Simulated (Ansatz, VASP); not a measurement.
# Two plane-wave programs on Al2Cu

The input INCAR:

```
SYSTEM = Al2Cu
PREC = Accurate ; ENCUT = 520
EDIFF = 1E-6 ; ISMEAR = 0
SIGMA = 0.15 ; LREAL = .False.
LASPH = .True. ; NELM = 80
ALGO = Fast ; ISIF = 2
LWAVE = .False. ; LCHARG = .False.
NBANDS = 16
```

Contents of KPOINTS:

```
regular mesh
0
Gamma
  14 14 14
  0 0 0
```

POSCAR

```
Al2Cu
1.0
   -1.9579079664      1.9579079664      2.9296000000
    1.9579079664     -1.9579079664      2.9296000000
    1.9579079664      1.9579079664     -2.9296000000
Al Cu
2 1
Direct
    0.7500000000      0.2500000000      0.5000000000
    0.2500000000      0.7500000000      0.5000000000
    0.5000000000      0.5000000000      0.0000000000
```

Input for Ansatz:

```yaml
crystal:
  lattice:
    - [-1.9579079664, 1.9579079664, 2.9296]
    - [1.9579079664, -1.9579079664, 2.9296]
    - [1.9579079664, 1.9579079664, -2.9296]
  atoms:
    - { symbol: Al, position: [0.75, 0.25, 0.5] }
    - { symbol: Al, position: [0.25, 0.75, 0.5] }
    - { symbol: Cu, position: [0.5, 0.5, 0.0] }
basis:
  ecutwfc: 520.0
kpoints:
  mp_grid: { grid: [14, 14, 14] }
hamiltonian:
  xc: lda
  pseudopotentials: { kind: paw, azcp: { folder: soft_1 } }
scf:
  occupations: { method: gaussian, width: 0.15 }
output:
  forces: true
  stress: true
  eigenvalues: true
```

Alike in both runs: task single point; functional LDA; k mesh 14 × 14 × 14; occupations gaussian, width 0.15 eV; no spin polarisation.

```csv
,VASP,Ansatz
version,VASP 6.6.1,Ansatz 0.2.0
potentials or method,"VASP PAW LDA potentials, release 64 (Al, Cu), cutoff 520 eV","scalar-relativistic, plane waves, PAW"
valence electrons in the cell,17,25
```

|  | VASP | Ansatz | Ansatz less VASP |
| --- | --- | --- | --- |
| gap on the k mesh at the Fermi level (eV) | none | none | - |
| pressure (GPa) | 2.2 | 1.8 | -0.37 |
| traceless stress, the component that is largest in VASP (GPa) | -3.90 | -3.91 | -0.016 |

Ansatz warns that its potentials were made for another functional, while VASP's fit it. LDA's correlation is that of Perdew and Zunger in VASP and of Perdew and Wang (1992) in Ansatz. A gap of «none» marks a metal or a gap that the smearing closes. VASP's potentials hold 17 valence electrons a cell and Ansatz's 25, so a difference there can come from the potentials and not from the codes.
